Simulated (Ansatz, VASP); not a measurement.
**One calculation of AlN, two programs**

```
Al N
1.0
     3.15330    0.00000    0.00000
    -1.57665    2.73084    0.00000
     0.00000    0.00000    5.05325
Al N
2 2
Direct
  0.66667 0.33333 0.49934
  0.33333 0.66667 0.99934
  0.66667 0.33333 0.88066
  0.33333 0.66667 0.38066
```

Alike in both runs: task single point; functional r2SCAN; k mesh 12 × 12 × 6; occupations gaussian, width 0.02 eV; no spin polarisation.

|  | VASP | Ansatz |
| --- | --- | --- |
| version | VASP 6.6.1 | Ansatz 0.2.0 |
| potentials or method | VASP PAW PBE potentials, release 64 (Al, N), cutoff 520 eV | scalar-relativistic, plane waves, PAW |
| valence electrons in the cell | 16 | 16 |

VASP gave:

```
gap on the k mesh at the Fermi level (eV)                     : 4.52
least direct gap on the mesh (eV)                             : 4.52
pressure (GPa)                                                : -9.0
traceless stress, the component that is largest in VASP (GPa) : 0.51
```

Task: Which values does Ansatz return?

Result: gap on the k mesh at the Fermi level (eV): 4.48; least direct gap on the mesh (eV): 4.48; pressure (GPa): -8.6; traceless stress, the component that is largest in VASP (GPa): 0.49.

VASP's potentials were made for PBE, not for r2SCAN.
